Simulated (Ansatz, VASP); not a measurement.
# Ru: VASP beside Ansatz

```xyz
2
Lattice="2.7058 0.0000 0.0000 -1.3529 2.3433 0.0000 0.0000 0.0000 4.3889" Properties=species:S:1:pos:R:3 pbc="T T T"
Ru    0.0000    1.5622    1.0972
Ru    1.3529    0.7811    3.2917
```

Change from the starting cell: strain +0.0250 x Voigt [0, 0, 1, 0, 0, 0], atoms carried along.

Alike in both runs: task single point; functional PBE; k mesh 24 × 24 × 12; occupations gaussian, width 0.15 eV; no spin polarisation.

|  | VASP | Ansatz |
| --- | --- | --- |
| version | VASP 6.6.1 | Ansatz 0.2.0 |
| potentials or method | VASP PAW PBE potentials, release 64 (Ru_pv), cutoff 500 eV | scalar-relativistic, plane waves, PAW |
| valence electrons in the cell | 28 | 32 |

VASP gave:

- gap on the k mesh at the Fermi level (eV): none
- pressure (GPa): -3.4
- traceless stress, the component that is largest in VASP (GPa): -8.17

Estimate Ansatz's values.

gap on the k mesh at the Fermi level (eV): none; pressure (GPa): -3.3; traceless stress, the component that is largest in VASP (GPa): -8.19.

A gap of «none» marks a metal or a gap that the smearing closes. With one functional, cell and mesh, what is left measures potentials, basis and numerics. VASP's potentials hold 28 valence electrons a cell and Ansatz's 32, so a difference there can come from the potentials and not from the codes.
